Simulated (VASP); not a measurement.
# NaI (Pmma) in VASP: notebook, part 2 of 2

VASP 6.6.1.

### Step 3. Single point, PBEsol+D3(BJ), non-collinear spin, zero start, spin-orbit coupling

INCAR reads:

```
PREC     = Accurate       # precision mode
ENCUT    = 500            # plane-wave cutoff, eV
EDIFF    = 1E-6           # SCF threshold, eV
ISMEAR   = 0              # smearing method
SIGMA    = 0.01           # smearing width, eV
LREAL    = False          # projectors in reciprocal space
LASPH    = True           # aspherical terms in the spheres
NELM     = 200            # most SCF steps
ALGO     = Normal         # electronic algorithm
ISIF     = 2              # what is computed and relaxed
LWAVE    = False          # write WAVECAR
LCHARG   = False          # write CHGCAR
LNONCOLLINEAR= True           # non-collinear magnetism
MAGMOM   = 0 0 0 0 0 0 0 0 0 0 0 0 # initial moments
LORBIT   = 11             # projections on sites
LSORBIT  = True           # spin-orbit coupling
GGA_COMPAT= False        
LORBMOM  = True         
GGA      = PS             # functional
IVDW     = 12             # dispersion correction
NBANDS   = 42             # bands
```

KPOINTS reads:

```
Automatic mesh
0
Gamma
  3 3 2
  0.5 0.5 0.5
```

POSCAR reads:

```
NaI
1.0
    4.6222100000      0.0000000000      0.0000000000
    0.0000000000      4.2697000000      0.0000000000
    0.0000000000      0.0000000000      7.7983800000
Na I
2 2
Direct
    0.2500000000      0.5000000000      0.2750300000
    0.7500000000      0.5000000000      0.7249700000
    0.2500000000      0.0000000000      0.7424300000
    0.7500000000      0.0000000000      0.2575700000
```

Potentials or basis: VASP PAW PBE potentials, release 64 (Na_pv, I).

Launch:

```sh
$ cat potpaw_PBE.64/Na_pv/POTCAR potpaw_PBE.64/I/POTCAR > POTCAR
$ mpirun -np 1 vasp_ncl > vasp.out
```

OUTCAR:

```text
PREC = Accurate
   ENCUT = 500
   EDIFF = 1E-6
   ISMEAR = 0
   LREAL = False
   LASPH = True
   NELM = 200
   ISIF = 2
   LNONCOLLINEAR = True
   LORBIT = 11
   LSORBIT = True
   GGA = PS
   IVDW = 12
 IVDW          = 12

 ion  position               nearest neighbor table
   1  0.250  0.500  0.275-   4 3.15   4 3.15   4 3.15   4 3.15
   2  0.750  0.500  0.725-   3 3.15   3 3.15   3 3.15   3 3.15
   3  0.250  0.000  0.742-   2 3.15   2 3.15   2 3.15   2 3.15
   4  0.750  0.000  0.258-   1 3.15   1 3.15   1 3.15   1 3.15

  LATTYP: Found a simple orthorhombic cell.
 ALAT       =     4.2697000000
 B/A-ratio  =     1.0825608357
 C/A-ratio  =     1.8264468230

  Lattice vectors:

 A1 = (   0.0000000000,  -4.2697000000,   0.0000000000)
 A2 = (   4.6222100000,   0.0000000000,   0.0000000000)
 A3 = (   0.0000000000,   0.0000000000,   7.7983800000)

Analysis of symmetry for initial positions (statically):
=====================================================================
[... 441 lines left out ...]
     0.0000000     0.0000000     0.0000000     0.0000000     0.0000000
 l=   3
     0.0000000     0.0000000     0.0000000     0.0000000     0.0000000     0.0000000     0.0000000
     0.0000000     0.0000000     0.0000000     0.0000000     0.0000000     0.0000000     0.0000000
     0.0000000     0.0000000     0.0000000     0.0000000     0.0000000     0.0000000     0.0000000
     0.0000000     0.0000000     0.0000000     0.0000000     0.0000000     0.0000000     0.0000000
[... 49 lines left out ...]
 l=   2
     0.0000000     0.0000009     0.0000000    -0.0000020    -0.0000153
     0.0000009     0.0000000    -0.0000092    -0.0000014    -0.0000065
     0.0000000    -0.0000092     0.0000000    -0.0000073     0.0000000
    -0.0000020    -0.0000014    -0.0000073     0.0000000    -0.0000026
    -0.0000153    -0.0000065     0.0000000    -0.0000026     0.0000000
 l=   3
     0.0000000     0.0000000     0.0000000     0.0000000     0.0000000     0.0000000     0.0000000
     0.0000000     0.0000000     0.0000000     0.0000000     0.0000000     0.0000000     0.0000000
     0.0000000     0.0000000     0.0000000     0.0000000     0.0000000     0.0000000     0.0000000
     0.0000000     0.0000000     0.0000000     0.0000000     0.0000000     0.0000000     0.0000000
     0.0000000     0.0000000     0.0000000     0.0000000     0.0000000     0.0000000     0.0000000
     0.0000000     0.0000000     0.0000000     0.0000000     0.0000000     0.0000000     0.0000000
     0.0000000     0.0000000     0.0000000     0.0000000     0.0000000     0.0000000     0.0000000

 total charge

# of ion       s       p       d       tot
------------------------------------------
    1        0.043   5.972   0.000   6.015
    2        0.043   5.972   0.000   6.015
    3        1.496   2.823   0.003   4.322
    4        1.496   2.823   0.003   4.322
--------------------------------------------------
tot          3.078  17.591   0.006  20.674

 magnetization (x)

# of ion       s       p       d       tot
------------------------------------------
    1        0.000   0.000   0.000   0.000
    2        0.000   0.000   0.000   0.000
    3        0.000   0.000   0.000   0.000
    4        0.000   0.000   0.000   0.000
--------------------------------------------------
tot          0.000   0.000   0.000   0.000

 magnetization (y)

# of ion       s       p       d       tot
------------------------------------------
    1        0.000   0.000   0.000   0.000
    2        0.000   0.000   0.000   0.000
    3        0.000   0.000   0.000   0.000
    4        0.000   0.000   0.000   0.000
--------------------------------------------------
tot          0.000   0.000   0.000   0.000

 magnetization (z)

# of ion       s       p       d       tot
------------------------------------------
    1        0.000   0.000   0.000   0.000
    2        0.000   0.000   0.000   0.000
    3        0.000   0.000   0.000   0.000
    4        0.000   0.000   0.000   0.000
--------------------------------------------------
tot          0.000   0.000   0.000   0.000
```

OSZICAR:

```text
N       E                     dE             d eps       ncg     rms          rms(c)
DAV:   1     0.232507041713E+03    0.23251E+03   -0.12094E+04   360   0.116E+03
DAV:   2     0.141073403358E+02   -0.21840E+03   -0.20897E+03   356   0.297E+02
DAV:   3    -0.102940034273E+02   -0.24401E+02   -0.24206E+02   408   0.112E+02
DAV:   4    -0.113383888658E+02   -0.10444E+01   -0.10427E+01   398   0.227E+01
DAV:   5    -0.113768881556E+02   -0.38499E-01   -0.38496E-01   472   0.440E+00    0.453E+00
DAV:   6    -0.111649655338E+02    0.21192E+00   -0.23957E-01   384   0.293E+00    0.284E+00
DAV:   7    -0.111254240652E+02    0.39541E-01   -0.74037E-02   448   0.135E+00    0.205E+00
DAV:   8    -0.111270453733E+02   -0.16213E-02   -0.49622E-02   384   0.117E+00    0.490E-01
DAV:   9    -0.111286744169E+02   -0.16290E-02   -0.54100E-03   350   0.536E-01    0.167E-01
DAV:  10    -0.111291425535E+02   -0.46814E-03   -0.38953E-04   392   0.125E-01    0.838E-02
DAV:  11    -0.111295668809E+02   -0.42433E-03   -0.20845E-04   348   0.981E-02    0.286E-02
DAV:  12    -0.111297128848E+02   -0.14600E-03   -0.15736E-04   358   0.679E-02    0.832E-03
DAV:  13    -0.111297177132E+02   -0.48283E-05   -0.40384E-06   382   0.158E-02    0.466E-03
DAV:  14    -0.111297204708E+02   -0.27576E-05   -0.36905E-06   286   0.121E-02    0.284E-03
DAV:  15    -0.111297207158E+02   -0.24496E-06   -0.24056E-07   292   0.457E-03
   1 F= -.11986686E+02 E0= -.11986686E+02  d E =-.131620E-45  mag=    -0.0000    -0.0000    -0.0000
```

stdout:

```text
POSCAR found type information on POSCAR NaI
 POSCAR found :  2 types and       4 ions
 scaLAPACK will be used
 -----------------------------------------------------------------------------
|                                                                             |
|                                                                             |
|     You enforced a specific xc type in the INCAR file but a different       |
|     I HOPE YOU KNOW WHAT YOU ARE DOING!                                     |
|                                                                             |
 -----------------------------------------------------------------------------

 LDA part: xc-table for (Slater+PW92), standard interpolation
 POSCAR, INCAR and KPOINTS ok, starting setup
 FFT: planning ... GRIDC
 FFT: planning ... GRID_SOFT
 FFT: planning ... GRID
 WAVECAR not read
 entering main loop
```

Wall time 46 s (1 thread of Intel Xeon 6975P-C (Granite Rapids), shared host); peak memory 0.5 GiB.

Results:

```
Free energy                                           : -11.9867 eV
Pressure                                              : -1.6 GPa
Largest force                                         : 0.027 eV/Å
Net moment                                            : 0.00 μB per cell
Valence electrons inside the program's atomic spheres : Na 6.01; I 4.32
Dispersion energy per atom                            : -0.214 eV
```

Forces in eV/Å, atoms in the order of the input:
```
Na   0.000  0.000 -0.027
Na   0.000  0.000  0.027
I    0.000  0.000 -0.022
I    0.000  0.000  0.022
```

Moments on the atoms (μB; x, y, z):
```
Na  0.00 0.00 0.00
Na  0.00 0.00 0.00
I   0.00 0.00 0.00
I   0.00 0.00 0.00
```

Caveat: the k points lie up to 0.49 Å⁻¹ apart; three body term missing; the PAW data sets were made with another functional, which shifts forces and pressure a little.
